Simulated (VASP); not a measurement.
# Ca2CuS2O2 (P4/mmm) in VASP: single point with PBE

Aim: the single point of Ca2CuS2O2 with PBE.

Program: VASP 6.6.1. These are calculated values, not measurements. Logs are shortened: lines on timing, memory, paths and dates and some standing lists are left out, and cuts for length are marked.

### Step 1. The cell of the first run

The structure is tetragonal, space group P4/mmm (No. 123). Conventional cell: a = 3.862 Å, b = 3.862 Å, c = 7.745 Å, α = 90.00°, β = 90.00°, γ = 90.00°. Ca (site symmetry 4mm) has 4 O at 2.52 Å and 4 S at 2.98 Å and 4 Cu at 3.17 Å and 1 Ca at 3.22 Å within 3.3 Å. Within 2.6 Å of Cu (site symmetry 4/mmm) lie 4 O at 1.93 Å. S (site symmetry 4mm) has 1 S at 2.14 Å and 1 Cu at 2.80 Å and 4 Ca at 2.98 Å within 3.0 Å. O (site symmetry mmm) has 2 Cu at 1.93 Å and 4 Ca at 2.52 Å within 2.6 Å.

### Step 2. Single point, PBE

Input file INCAR:

```
ALGO = Normal ; EDIFF = 1E-6
ENCUT = 520 ; GGA = PE
ISIF = 2 ; ISMEAR = 0
LASPH = T ; LCHARG = F
LREAL = F ; LWAVE = F
NBANDS = 36 ; NELM = 100
PREC = Accurate ; SIGMA = 0.05
```

Input file KPOINTS:

```
k-points
0
Gamma
  6 6 3
```

Input file POSCAR:

```
Ca2CuS2O2
1.0
    3.8624990000      0.0000000000      0.0000000000
    0.0000000000      3.8624990000      0.0000000000
    0.0000000000      0.0000000000      7.7454740000
Ca Cu S O
2 1 2 2
Direct
    0.5000000000      0.5000000000      0.7081120000
    0.5000000000      0.5000000000      0.2918880000
    0.0000000000      0.0000000000      0.5000000000
    0.0000000000      0.0000000000      0.8616880000
    0.0000000000      0.0000000000      0.1383120000
    0.0000000000      0.5000000000      0.5000000000
    0.5000000000      0.0000000000      0.5000000000
```

Potentials or basis: VASP PAW PBE potentials, release 64 (Ca_sv, Cu, S, O).

On the command line:

```bash
$ cat potpaw_PBE.64/Ca_sv/POTCAR potpaw_PBE.64/Cu/POTCAR potpaw_PBE.64/S/POTCAR potpaw_PBE.64/O/POTCAR > POTCAR
$ mpirun -np 1 vasp_std > vasp.out
```

OUTCAR:

```text
EDIFF = 1E-6
   ENCUT = 520
   GGA = PE
   ISIF = 2
   ISMEAR = 0
   LASPH = T
   LREAL = F
   NELM = 100
   PREC = Accurate

 ion  position               nearest neighbor table
   1  0.500  0.500  0.708-   6 2.52   7 2.52   7 2.52   6 2.52   4 2.98   4 2.98   4 2.98   4 2.98

   2  0.500  0.500  0.292-   6 2.52   7 2.52   7 2.52   6 2.52   5 2.98   5 2.98   5 2.98   5 2.98

   3  0.000  0.000  0.500-   6 1.93   7 1.93   6 1.93   7 1.93
   4  0.000  0.000  0.862-   5 2.14   1 2.98   1 2.98   1 2.98   1 2.98
   5  0.000  0.000  0.138-   4 2.14   2 2.98   2 2.98   2 2.98   2 2.98
   6  0.000  0.500  0.500-   3 1.93   3 1.93   1 2.52   2 2.52   1 2.52   2 2.52
   7  0.500  0.000  0.500-   3 1.93   3 1.93   1 2.52   1 2.52   2 2.52   2 2.52

  LATTYP: Found a simple tetragonal cell.
 ALAT       =     3.8624990000
 C/A-ratio  =     2.0053012311

  Lattice vectors:

 A1 = (   3.8624990000,   0.0000000000,   0.0000000000)
 A2 = (   0.0000000000,   3.8624990000,   0.0000000000)
 A3 = (   0.0000000000,   0.0000000000,   7.7454740000)

Analysis of symmetry for initial positions (statically):
=====================================================================
 Subroutine PRICEL returns:
 Original cell was already a primitive cell.

 Routine SETGRP: Setting up the symmetry group for a
 simple tetragonal supercell.

 Subroutine GETGRP returns: Found 16 space group operations
 (whereof 16 operations were pure point group operations)
 out of a pool of 16 trial point group operations.

The static configuration has the point symmetry D_4h.

Analysis of symmetry for dynamics (positions and initial velocities):
=====================================================================
 Subroutine PRICEL returns:
 Original cell was already a primitive cell.

 Routine SETGRP: Setting up the symmetry group for a
 simple tetragonal supercell.

 Subroutine GETGRP returns: Found 16 space group operations
 (whereof 16 operations were pure point group operations)
 out of a pool of 16 trial point group operations.

The dynamic configuration has the point symmetry D_4h.

 Subroutine INISYM returns: Found 16 space group operations
 (whereof 16 operations are pure point group operations),
 and found     1 'primitive' translations

[... 99 lines left out ...]
   EDIFF  = 0.1E-05   stopping-criterion for ELM
   LREAL  =      F    real-space projection
   EDIFFG = 0.1E-04   stopping-criterion for IOM
   NSW    =      0    number of steps for IOM
   IBRION =     -1    ionic relax: 0-MD 1-quasi-New 2-CG
   NFREE  =      0    steps in history (QN), initial steepest desc. (CG)
   ISIF   =      2    stress and relaxation
   ISYM   =      2    0-nonsym 1-usesym 2-fastsym
   POTIM  = 0.5000    time-step for ionic-motion
   TEBEG  =    0.0;   TEEND  =   0.0 temperature during run
   PSTRESS=    0.0 pullay stress
   NELECT =      55.0000    total number of electrons
   NUPDOWN=      -1.0000    fix difference up-down
   EMIN   =  10.00;   EMAX   =-10.00  energy-range for DOS
   EFERMI =   0.00;   METHOD = LEGACY
   ISMEAR =     0;   SIGMA  =   0.05  broadening in eV -4-tet -1-fermi 0-gaus
   EFERMI_NEDOS =   21; number of points for ismear=-14 and -15
   IALGO  =     38    algorithm
   IMIX   =      4    mixing-type and parameters
     AMIX     =   0.40;   BMIX     =  1.00
     AMIX_MAG =   1.60;   BMIX_MAG =  1.00
  volume/ion in A,a.u.               =      16.51       111.40
  Fermi-wavevector in a.u.,A,eV,Ry     =   1.278206  2.415459 22.229338  1.633810
  Thomas-Fermi vector in A             =   2.410762
   LORBIT       =      0    0 simple, 1 ext, 2 COOP (PROOUT), +10 PAW based schemes
   GGA     = PE    functional components
   LHFCALC =     F    Hartree Fock is set to
   AEXX    =    0.0000 exact exchange contribution
   IVDW    =     0    specifies the selected vdW correction
   LEPSILON=     F    determine dielectric tensor
   LRPA    =     F    only Hartree local field effects (RPA)
 non-spin polarized calculation
 Gauss-broadening in eV      SIGMA  =   0.05
  energy-cutoff  :      520.00
  volume of cell :      115.55
 maximum number of plane-waves:      3164
 NGX is ok and might be reduce to    30
   NGX = 15   NGY = 15   NGZ = 29

 number of electron      54.9999997 magnetization

 Free energy of the ion-electron system (eV)
  ---------------------------------------------------
  ext. energy  EPLUGINS =         0.00000000
  ---------------------------------------------------
  free energy    TOTEN  =       -36.89852546 eV

  energy without entropy =      -36.89312483  energy(sigma->0) =      -36.89582514

 E-fermi :   4.0494     XC(G=0):  -9.9953

 val. band max:        3.9547015251   @ k =   0.0000   0.0000   0.3333
 cond. band min:       4.0497250543   @ k =   0.3333   0.1667   0.3333
 fundamental gap:      0.0950235292
 Fermi energy:         4.0493545594

 k-point     1 :       0.0000    0.0000    0.0000
  band No.  band energies     occupation
      1     -35.6932      2.00000
      2     -35.6649      2.00000
      3     -17.1360      2.00000
      4     -16.6794      2.00000
      5     -16.6794      2.00000
      6     -16.6472      2.00000
[... 769 lines left out ...]
     35      10.5639      0.00000
     36      10.6090      0.00000

------------------------ aborting loop because EDIFF is reached ----------------------------------------

  FORCE on cell =-STRESS in cart. coord.  units (eV):
  Direction    XX          YY          ZZ          XY          YZ          ZX
  --------------------------------------------------------------------------------------
  -------------------------------------------------------------------------------------
  Total        0.2398245      0.2398245      0.0361442      0.0000000      0.0000000      0.0000000
  in kB        3.3252128      3.3252128      0.5011456      0.0000000      0.0000000      0.0000000
  external PRESSURE =       2.3838570 kB  Pullay stress =       0.0000000 kB

 VOLUME and BASIS-vectors are now :
 -----------------------------------------------------------------------------
  energy-cutoff  :      520.00
  volume of cell :      115.55
      direct lattice vectors                 reciprocal lattice vectors
     3.862499000  0.000000000  0.000000000     0.258899743  0.000000000  0.000000000
     0.000000000  3.862499000  0.000000000     0.000000000  0.258899743  0.000000000
     0.000000000  0.000000000  7.745474000     0.000000000  0.000000000  0.129107657

 POSITION                                       TOTAL-FORCE (eV/Angst)
 -----------------------------------------------------------------------------------
      1.93125      1.93125      5.48466        -0.000000     -0.000000     -0.061711
      1.93125      1.93125      2.26081         0.000000      0.000000      0.061711
      0.00000      0.00000      3.87274        -0.000000     -0.000000      0.000000
      0.00000      0.00000      6.67418         0.000000      0.000000      0.009372
      0.00000      0.00000      1.07129        -0.000000     -0.000000     -0.009372
      0.00000      1.93125      3.87274        -0.000000     -0.000000      0.000000
      1.93125      0.00000      3.87274        -0.000000     -0.000000      0.000000
 -----------------------------------------------------------------------------------
    total drift:                                0.000000      0.000000      0.000000

  FREE ENERGIE OF THE ION-ELECTRON SYSTEM (eV)
  ---------------------------------------------------
  free  energy   TOTEN  =       -36.8985254596 eV

  energy  without entropy=      -36.8931248301  energy(sigma->0) =      -36.89582514
```

OSZICAR:

```text
N       E                     dE             d eps       ncg     rms          rms(c)
DAV:   1     0.588545452092E+03    0.58855E+03   -0.25822E+04  1440   0.163E+03
DAV:   2     0.404570619290E+02   -0.54809E+03   -0.52742E+03  1492   0.439E+02
DAV:   3    -0.390878872352E+02   -0.79545E+02   -0.77758E+02  2336   0.154E+02
[... 11 lines left out ...]
DAV:  15    -0.368985073154E+02    0.36805E-04   -0.17789E-03  2068   0.685E-01    0.402E-02
DAV:  16    -0.368985315197E+02   -0.24204E-04   -0.21107E-04  1872   0.909E-02    0.297E-02
DAV:  17    -0.368985283577E+02    0.31620E-05   -0.10080E-04  2112   0.183E-01    0.125E-02
DAV:  18    -0.368985260996E+02    0.22580E-05   -0.15154E-05  2080   0.399E-02    0.750E-03
DAV:  19    -0.368985254596E+02    0.64005E-06   -0.74555E-06  1860   0.370E-02
   1 F= -.36898525E+02 E0= -.36895825E+02  d E =-.540063E-02
```

It took 2 min on 1 thread of Intel Xeon Platinum 8375C at 2.90GHz (Ice Lake), shared host; peak memory 0.27 GiB.

What came out:

| Quantity | Value |
| --- | --- |
| Free energy | -36.8985 eV |
| Pressure | 0.2 GPa |
| Largest force | 0.062 eV/Å |
| Band gap on the k mesh | zero (an odd number of electrons rules out a gap without spin polarisation) |

Forces on the atoms (eV/Å):
```
Ca   0.000  0.000 -0.062
Ca   0.000  0.000  0.062
Cu   0.000  0.000  0.000
S    0.000  0.000  0.009
S    0.000  0.000 -0.009
O    0.000  0.000  0.000
O    0.000  0.000  0.000
```

Stress tensor (GPa, compression positive):
```
0.33 0.00 0.00
0.00 0.33 0.00
0.00 0.00 0.05
```

Levels at points of the mesh, in eV from the Fermi level:
```csv
k point,band 24,band 25,band 26,band 27,band 28,band 29,band 30,band 31
"(0.00, 0.00, 0.00)",-2.07,-1.77,-1.77,-0.10,-0.10,2.12,2.60,3.30
"(0.50, 0.00, 0.00)",-1.76,-1.27,-0.83,-0.51,-0.27,2.10,3.28,4.21
"(0.50, 0.50, 0.00)",-1.40,-1.15,-1.06,-1.06,1.12,1.95,3.46,5.72
```

Caveat: an odd number of electrons without spin polarisation forces a metal; a magnetic or distorted state may lie lower; semilocal functionals often make such compounds metallic where correlation or magnetic order opens a gap, which also shifts bond lengths.
